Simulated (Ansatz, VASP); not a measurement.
ZnS in VASP and in Ansatz

Contents of POSCAR:

```
ZnS
1.0
    3.8087369152      0.0000000000      0.0000000000
   -1.9043684576      3.2984629249      0.0000000000
    0.0000000000      0.0000000000     12.4664651431
Zn S
4 4
Direct
    0.0000000000      0.0000000000     -0.0399932078
    0.0000000000      0.0000000000      0.4600067922
    0.3333333333      0.6666666667      0.2099630172
    0.6666666667      0.3333333333      0.7099630172
    0.0000000000      0.0000000000      0.1872361436
    0.0000000000      0.0000000000      0.6872361436
    0.3333333333      0.6666666667      0.4375788466
    0.6666666667      0.3333333333      0.9375788466
```

INCAR.step1

```
SYSTEM = ZnS
PREC     = Accurate       ! precision mode
ENCUT    = 520            ! plane-wave cutoff, eV
ISMEAR   = 0              ! smearing method
SIGMA    = 0.05           ! smearing width, eV
LREAL    = .FALSE.        ! projectors in reciprocal space
LASPH    = .TRUE.         ! aspherical terms in the spheres
NELM     = 60             ! most SCF steps
NBANDS   = 46             ! bands
GGA      = PE             ! functional
ALGO     = Normal         ! electronic algorithm
EDIFF    = 1E-4           ! SCF threshold, eV
LWAVE    = .TRUE.         ! write WAVECAR
LCHARG   = .FALSE.        ! write CHGCAR
```

File INCAR.step2:

```
SYSTEM = ZnS
PREC     = Accurate       ! precision mode
ENCUT    = 520            ! plane-wave cutoff, eV
EDIFF    = 1E-6           ! SCF threshold, eV
ISMEAR   = 0              ! smearing method
SIGMA    = 0.05           ! smearing width, eV
LREAL    = .FALSE.        ! projectors in reciprocal space
LASPH    = .TRUE.         ! aspherical terms in the spheres
NELM     = 60             ! most SCF steps
ALGO     = Normal         ! electronic algorithm
ISIF     = 2              ! what is computed and relaxed
LWAVE    = .FALSE.        ! write WAVECAR
LCHARG   = .FALSE.        ! write CHGCAR
METAGGA  = R2SCAN         ! meta-GGA
LMIXTAU  = .TRUE.       
NBANDS   = 46             ! bands
ISTART   = 1
```

KPOINTS

```
regular mesh
0
G
  6 6 2
  0 0 0
```

Input for Ansatz:

```yaml
crystal:
  lattice:
    - [3.8087369152, 0.0, 0.0]
    - [-1.9043684576, 3.2984629249, 0.0]
    - [0.0, 0.0, 12.4664651431]
  atoms:
    - { symbol: Zn, position: [0.0, 0.0, -0.0399932078] }
    - { symbol: Zn, position: [0.0, 0.0, 0.4600067922] }
    - { symbol: Zn, position: [0.3333333333, 0.6666666667, 0.2099630172] }
    - { symbol: Zn, position: [0.6666666667, 0.3333333333, 0.7099630172] }
    - { symbol: S, position: [0.0, 0.0, 0.1872361436] }
    - { symbol: S, position: [0.0, 0.0, 0.6872361436] }
    - { symbol: S, position: [0.3333333333, 0.6666666667, 0.4375788466] }
    - { symbol: S, position: [0.6666666667, 0.3333333333, 0.9375788466] }
basis:
  ecutwfc: 500
kpoints:
  mp_grid: { grid: [6, 6, 2] }
hamiltonian:
  xc: r2scan
scf:
  occupations: { method: gaussian, width: 0.05 }
output:
  forces: true
  stress: true
  eigenvalues: true
```

Change from the starting cell: all Zn atoms moved -0.500 Å, as atom 1 along Cartesian [0 0 1].

Alike in both runs: task single point; functional r2SCAN; k mesh 6 × 6 × 2; occupations gaussian, width 0.05 eV; no spin polarisation.

```csv
,VASP,Ansatz
version,VASP 6.6.1,Ansatz 0.2.0
potentials or method,"VASP PAW PBE potentials, release 64 (Zn, S), cutoff 520 eV","scalar-relativistic, plane waves, PAW"
valence electrons in the cell,72,72
```

|  | VASP | Ansatz | Ansatz less VASP |
| --- | --- | --- | --- |
| gap on the k mesh at the Fermi level (eV) | 2.96 | 2.96 | -0.009 |
| least direct gap on the mesh (eV) | 2.96 | 2.96 | -0.009 |
| pressure (GPa) | 4.2 | 4.1 | -0.08 |
| traceless stress, the component that is largest in VASP (GPa) | -4.98 | -4.89 | +0.082 |
| rms of the force components (eV/Å) | 0.412 | 0.417 | +0.0044 |

VASP's potentials were made for PBE, not for r2SCAN. Atom by atom the forces differ by 0.007 eV/Å (rms over components). The functional is the same, so the differences come from potentials, cutoffs and numerics.
